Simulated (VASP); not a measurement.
# Mg32HO31 (a cell with a defect) in VASP: notebook

Mg32HO31 (a cell with a defect) is run at these levels: PBEsol, HSE06; tasks: single point.

Program: VASP 6.6.1. These are calculated values, not measurements. Logs are shortened: lines on timing, memory, paths and dates and some standing lists are left out, and cuts for length are marked.

## Step 1: The cell of the first run

The cell holds a defect, 64 atoms: a = 8.429 Å, b = 8.429 Å, c = 8.429 Å, α = 90.00°, β = 90.00°, γ = 90.00°.

## Step 2: Single point, PBEsol

Contents of INCAR:

```
SYSTEM = Mg32HO31
ALGO = Normal
EDIFF = 1E-6
ENCUT = 520
GGA = PS
GGA_COMPAT = .FALSE.
ISIF = 2
ISMEAR = -1
ISYM = -1
LASPH = .TRUE.
LCHARG = .FALSE.
LREAL = Auto
LWAVE = .FALSE.
NBANDS = 164
NELECT = 252.0
NELM = 120
PREC = Accurate
SIGMA = 0.05
```

Contents of KPOINTS:

```
explicit points
1
Reciprocal
  0.25000000   0.25000000   0.25000000 1
```

Contents of POSCAR:

```
Mg32HO31
1.0
    8.4288080000      0.0000000000      0.0000000000
    0.0000000000      8.4288080000      0.0000000000
    0.0000000000      0.0000000000      8.4288080000
O H Mg
31 1 32
Direct
    0.2483690000      0.0001000000      0.9994980000
    0.2486350000      0.0002050000      0.4984320000
    0.2486360000      0.4990380000      0.9996050000
    0.7483600000      0.9987550000      0.9981520000
    0.7497040000      0.0001000000      0.4981620000
    0.7497030000      0.4987650000      0.9994970000
    0.7498120000      0.4990280000      0.4984230000
    0.9979040000      0.2482980000      0.9972350000
    0.9912220000      0.2416210000      0.4979830000
    0.9971080000      0.7497080000      0.9998830000
    0.9992660000      0.7503460000      0.4990560000
    0.4993130000      0.2475050000      0.9998770000
    0.4999440000      0.2496620000      0.4990450000
    0.4986840000      0.7490840000      0.9988990000
    0.5115780000      0.7619720000      0.4909270000
    0.9979030000      0.9978360000      0.2476960000
    0.9971070000      0.0004850000      0.7491050000
    0.9912260000      0.4985720000      0.2410210000
    0.9992590000      0.4996540000      0.7497480000
    0.4993120000      0.0004850000      0.2469000000
    0.4986830000      0.9994980000      0.7484780000
    0.4999480000      0.4996480000      0.2490540000
    0.5115720000      0.4915410000      0.7613610000
    0.2481870000      0.2416180000      0.2410150000
    0.2492530000      0.2496600000      0.7497350000
    0.2492600000      0.7503380000      0.2490620000
    0.2411260000      0.7619730000      0.7613660000
    0.7474380000      0.2482980000      0.2476950000
    0.7500870000      0.2475030000      0.7491060000
    0.7500930000      0.7497060000      0.2468990000
    0.7491010000      0.7490830000      0.7484800000
    0.3422950000      0.5926730000      0.5920750000
    0.9984650000      0.9988120000      0.9982100000
    0.9975930000      0.9987950000      0.4985070000
    0.9975920000      0.4991120000      0.9981950000
    0.0006740000      0.4948830000      0.4942870000
    0.4982680000      0.9983180000      0.9977160000
    0.5003510000      0.0013460000      0.4979200000
    0.5003460000      0.4985250000      0.0007360000
    0.5026040000      0.5002550000      0.4996390000
    0.2487120000      0.2479890000      0.9981870000
    0.2445010000      0.2510240000      0.4942780000
    0.2481280000      0.7507430000      0.0007440000
    0.2498710000      0.7529800000      0.4996610000
    0.7484100000      0.2488650000      0.9982080000
    0.7483970000      0.2479940000      0.4985040000
    0.7479210000      0.7486630000      0.9977170000
    0.7509490000      0.7507450000      0.4979200000
    0.2487130000      0.9987890000      0.2473890000
    0.2481270000      0.0013450000      0.7501430000
    0.2445030000      0.4948720000      0.2504100000
    0.2498510000      0.5002600000      0.7523820000
    0.7484110000      0.9988130000      0.2482610000
    0.7479200000      0.9983200000      0.7480620000
    0.7484000000      0.4991100000      0.2473890000
    0.7509450000      0.4985240000      0.7501390000
    0.9980330000      0.2484240000      0.2478180000
    0.9984010000      0.2488060000      0.7471300000
    0.9984050000      0.7477340000      0.2482020000
    0.9989290000      0.7504870000      0.7498850000
    0.4973350000      0.2488030000      0.2481950000
    0.5000840000      0.2493360000      0.7498810000
    0.5000880000      0.7504870000      0.2487290000
    0.4927940000      0.7431910000      0.7425830000
```

Potentials or basis: VASP PAW PBE potentials, release 64 (O, H, Mg).

Started as:

```console
$ cat potpaw_PBE.64/O/POTCAR potpaw_PBE.64/H/POTCAR potpaw_PBE.64/Mg/POTCAR > POTCAR
$ mpirun -np 1 vasp_std > vasp.out
```

OUTCAR:

```text
SYSTEM = Mg32HO31
   EDIFF = 1E-6
   ENCUT = 520
   GGA = PS
   ISIF = 2
   ISMEAR = -1
   ISYM = -1
   LASPH = .TRUE.
   LREAL = Auto
   NELECT = 252.0
   NELM = 120
   PREC = Accurate

 ion  position               nearest neighbor table
   1  0.248  0.000  0.999-  41 2.09  49 2.09  50 2.10  43 2.10  33 2.11  37 2.11
   2  0.249  0.000  0.498-  44 2.08  42 2.11  34 2.12  49 2.12  50 2.12  38 2.12
   3  0.249  0.499  1.000-  52 2.08  51 2.11  35 2.12  41 2.12  43 2.12  39 2.12
   4  0.748  0.999  0.998-  54 2.11  37 2.11  47 2.11  33 2.11  53 2.11  45 2.11
   5  0.750  0.000  0.498-  34 2.09  46 2.09  38 2.10  48 2.10  53 2.11  54 2.11
   6  0.750  0.499  0.999-  35 2.09  55 2.09  39 2.10  56 2.10  45 2.11  47 2.11
[... 23 lines left out ...]
  30  0.750  0.750  0.247-  59 2.09  53 2.10  47 2.10  63 2.11  55 2.11  48 2.12
  31  0.749  0.749  0.748-  47 2.10  54 2.10  60 2.11  56 2.11  48 2.11  64 2.16
  32  0.342  0.593  0.592-  44 1.74  52 1.74  40 1.74  64 2.20
  33  0.998  0.999  0.998-  10 2.10  17 2.10   8 2.10  16 2.10   1 2.11   4 2.11  60 2.96  50 2.97
                            43 2.97  57 2.98  41 2.98  49 2.98  53 2.98  45 2.98  54 2.98  47 2.98
  34  0.998  0.999  0.499-   9 2.05   5 2.09  11 2.09  17 2.11  16 2.11   2 2.12  48 2.95  44 2.97
                            46 2.97  58 2.97  42 2.98  54 2.98  53 2.98  60 2.98  57 2.98  59 2.99
  35  0.998  0.499  0.998-  18 2.05   6 2.09  19 2.09  10 2.11   8 2.11   3 2.12  56 2.95  52 2.97
                            55 2.97  59 2.97  51 2.98  47 2.98  45 2.98  60 2.98  57 2.98  58 2.99
  36  0.001  0.495  0.494-   7 2.12   9 2.14  18 2.14  19 2.15  11 2.15  42 2.91  51 2.91  57 2.94
                            58 2.97  59 2.97  46 2.98  55 2.98  56 3.01  48 3.01  52 3.02  44 3.02
  37  0.498  0.998  0.998-  20 2.10  12 2.10  14 2.10  21 2.10   1 2.11   4 2.11  50 2.97  43 2.97
                            63 2.97  62 2.97  41 2.98  49 2.98  54 2.98  47 2.98  53 2.98  45 2.98
  38  0.500  0.001  0.498-  15 2.02  13 2.09   5 2.10  21 2.11  20 2.12   2 2.12  46 2.95  61 2.96
                            53 2.97  54 2.97  44 2.97  62 2.98  63 2.98  48 2.99  49 2.99  64 3.00
  39  0.500  0.499  0.001-  23 2.02  22 2.09   6 2.10  14 2.11  12 2.12   3 2.12  55 2.95  61 2.96
                            47 2.97  45 2.97  52 2.97  63 2.98  62 2.98  56 2.99  41 2.99  64 3.00
  40  0.503  0.500  0.500-  32 1.74   7 2.08  22 2.11  13 2.11  15 2.21  23 2.21  64 2.90  55 2.97
                            46 2.97  48 2.97  56 2.97  63 2.99  62 2.99  61 3.00  44 3.01  52 3.01
  41  0.249  0.248  0.998-  24 2.05   1 2.09  25 2.09  12 2.11   8 2.11   3 2.12  50 2.95  52 2.97
[... 33 lines left out ...]
  58  0.998  0.249  0.747-  29 2.09  17 2.09   9 2.10   8 2.11  19 2.11  25 2.11  56 2.96  50 2.96
                            46 2.97  34 2.97  36 2.97  42 2.97  54 2.99  45 2.99  33 2.99  41 2.99
  59  0.998  0.748  0.248-  30 2.09  10 2.09  18 2.10  16 2.11  11 2.11  26 2.11  48 2.96  43 2.96
                            55 2.97  35 2.97  36 2.97  51 2.97  47 2.99  33 2.99  53 2.99  49 2.99
  60  0.999  0.750  0.750-  27 2.05  31 2.11  10 2.11  17 2.11  11 2.11  19 2.11  33 2.96  47 2.97
                            54 2.97  35 2.98  34 2.98  48 2.98  56 2.98  50 2.98  43 2.98  52 2.99
  61  0.497  0.249  0.248-  20 2.09  12 2.09  24 2.10  28 2.11  22 2.11  13 2.11  39 2.96  38 2.96
                            41 2.97  49 2.97  51 2.97  42 2.97  37 2.99  45 2.99  53 2.99  46 2.99
  62  0.500  0.249  0.750-  23 2.05  21 2.11  12 2.11  29 2.11  25 2.11  13 2.11  45 2.96  54 2.97
                            37 2.97  41 2.98  46 2.98  50 2.98  38 2.98  39 2.98  56 2.98  52 2.99
[... 208 lines left out ...]
   LORBIT       =      0    0 simple, 1 ext, 2 COOP (PROOUT), +10 PAW based schemes
   GGA     = PS    functional components
   LHFCALC =     F    Hartree Fock is set to
   AEXX    =    0.0000 exact exchange contribution
   IVDW    =     0    specifies the selected vdW correction
   LEPSILON=     F    determine dielectric tensor
   LRPA    =     F    only Hartree local field effects (RPA)
 non-spin polarized calculation
  energy-cutoff  :      520.00
  volume of cell :      598.82
 maximum number of plane-waves:     16125
 NGX is ok and might be reduce to    64
   NGX = 31   NGY = 31   NGZ = 31

 number of electron     251.9999965 magnetization

 Free energy of the ion-electron system (eV)
  ---------------------------------------------------
  ext. energy  EPLUGINS =         0.00000000
  ---------------------------------------------------
  free energy    TOTEN  =      -382.68580070 eV

  energy without entropy =     -382.68580066  energy(sigma->0) =     -382.68580068

 E-fermi :   7.9840     XC(G=0): -11.2840

 val. band max:        7.0736908876   @ k =   0.2500   0.2500   0.2500
 cond. band min:       8.8942402427   @ k =   0.2500   0.2500   0.2500
 fundamental gap:      1.8205493550
 Fermi energy:         7.9840253317

 k-point     1 :       0.2500    0.2500    0.2500
  band No.  band energies     occupation
      1     -14.0710      2.00000
      2     -13.7185      2.00000
      3     -13.7185      2.00000
      4     -13.6041      2.00000
      5     -13.4023      2.00000
      6     -13.4022      2.00000
[... 130 lines left out ...]
    137      11.3693      0.00000
    138      11.3726      0.00000
 [bands above 138 left out]

------------------------ aborting loop because EDIFF is reached ----------------------------------------

  FORCE on cell =-STRESS in cart. coord.  units (eV):
  Direction    XX          YY          ZZ          XY          YZ          ZX
  --------------------------------------------------------------------------------------
  -------------------------------------------------------------------------------------
  Total       16.5339732     16.5290821     16.5402002      0.8553088      0.8500277      0.8496862
  in kB       44.2373730     44.2242865     44.2540335      2.2884163      2.2742865      2.2733729
  external PRESSURE =      44.2385643 kB  Pullay stress =       0.0000000 kB

 VOLUME and BASIS-vectors are now :
 -----------------------------------------------------------------------------
  energy-cutoff  :      520.00
  volume of cell :      598.82
      direct lattice vectors                 reciprocal lattice vectors
     8.428808000  0.000000000  0.000000000     0.118640738  0.000000000  0.000000000
     0.000000000  8.428808000  0.000000000     0.000000000  0.118640738  0.000000000
     0.000000000  0.000000000  8.428808000     0.000000000  0.000000000  0.118640738

 POSITION                                       TOTAL-FORCE (eV/Angst)
 -----------------------------------------------------------------------------------
      2.09345      0.00084      8.42458        -0.005803      0.002273     -0.002017
      2.09570      0.00173      4.20119        -0.004335      0.005489     -0.005229
      2.09571      4.20630      8.42548        -0.005532     -0.005621      0.003823
      6.30778      8.41831      8.41323        -0.000638      0.000111      0.000352
      6.31911      0.00084      4.19891        -0.000938      0.000472     -0.006789
      6.31910      4.20399      8.42457        -0.001093     -0.004728     -0.002167
[... 56 lines left out ...]
      4.21515      6.32571      2.09649         0.002206      0.001688      0.006155
      4.15367      6.26421      6.25909        -0.005177     -0.005796     -0.006301
 -----------------------------------------------------------------------------------
    total drift:                               -0.020192      0.001400     -0.025108

  FREE ENERGIE OF THE ION-ELECTRON SYSTEM (eV)
  ---------------------------------------------------
  free  energy   TOTEN  =      -382.6858007050 eV

  energy  without entropy=     -382.6858006573  energy(sigma->0) =     -382.68580068
```

Run time: 2.5 min. Hardware: 1 thread of Intel Xeon 6975P-C (Granite Rapids), shared host; peak memory 0.59 GiB.

Results:

| Property | Result |
| --- | --- |
| Free energy | -382.6858 eV |
| Largest force | 0.020 eV/Å |

Forces in eV/Å, atoms in the order of the input:
```
O   -0.006  0.002 -0.002
O   -0.004  0.005 -0.005
O   -0.006 -0.006  0.004
O   -0.001  0.000  0.000
O   -0.001  0.000 -0.007
O   -0.001 -0.005 -0.002
O    0.005 -0.004 -0.005
O   -0.004 -0.003  0.000
O    0.003  0.004  0.010
O   -0.001  0.000 -0.001
O   -0.006  0.002 -0.009
O   -0.003 -0.003 -0.001
O    0.000 -0.005 -0.011
O   -0.004 -0.004  0.001
O   -0.002 -0.002  0.005
O   -0.004 -0.002 -0.003
O    0.000 -0.001 -0.002
O    0.006  0.009  0.004
O   -0.009 -0.008 -0.003
O   -0.001 -0.001  0.000
O   -0.004  0.004 -0.005
O    0.000 -0.007 -0.009
O   -0.001  0.006 -0.001
O    0.009  0.004  0.004
O   -0.011 -0.005 -0.002
O   -0.009  0.002 -0.007
O    0.007 -0.002 -0.003
O   -0.001 -0.004 -0.002
O   -0.001 -0.003 -0.003
O   -0.001 -0.001  0.000
O    0.003 -0.003 -0.004
H    0.000  0.000  0.001
Mg   0.005  0.000  0.000
Mg   0.002  0.003  0.005
Mg   0.002  0.004  0.005
Mg  -0.012 -0.001  0.000
Mg   0.001  0.003  0.004
Mg   0.002 -0.007  0.003
Mg   0.003  0.001 -0.006
Mg  -0.005  0.004  0.005
Mg   0.005  0.001  0.004
Mg  -0.001 -0.009  0.000
Mg   0.002  0.001 -0.006
Mg   0.003 -0.004  0.004
Mg   0.001  0.005  0.001
Mg   0.005  0.001  0.006
Mg   0.004  0.001  0.004
Mg  -0.006  0.000  0.003
Mg   0.005  0.004  0.002
Mg   0.002 -0.007  0.002
Mg  -0.001  0.000 -0.009
Mg   0.005  0.004 -0.003
Mg   0.001  0.000  0.005
Mg   0.004  0.003  0.002
Mg   0.005  0.004  0.002
Mg  -0.006  0.001  0.003
Mg   0.011  0.012  0.013
Mg   0.004  0.002 -0.004
Mg   0.004 -0.005  0.004
Mg   0.006  0.002  0.002
Mg  -0.003  0.002  0.003
Mg   0.002  0.005  0.002
Mg   0.002  0.002  0.006
Mg  -0.005 -0.006 -0.006
```

Caveat: the cell carries a net charge on a neutralising background, which shifts energy and pressure; the cell is charged against a uniform background, so pressure and absolute levels hang on convention; the PAW data sets were made with another functional, which shifts forces and pressure a little.

(Part 1 of 3 ends here.)
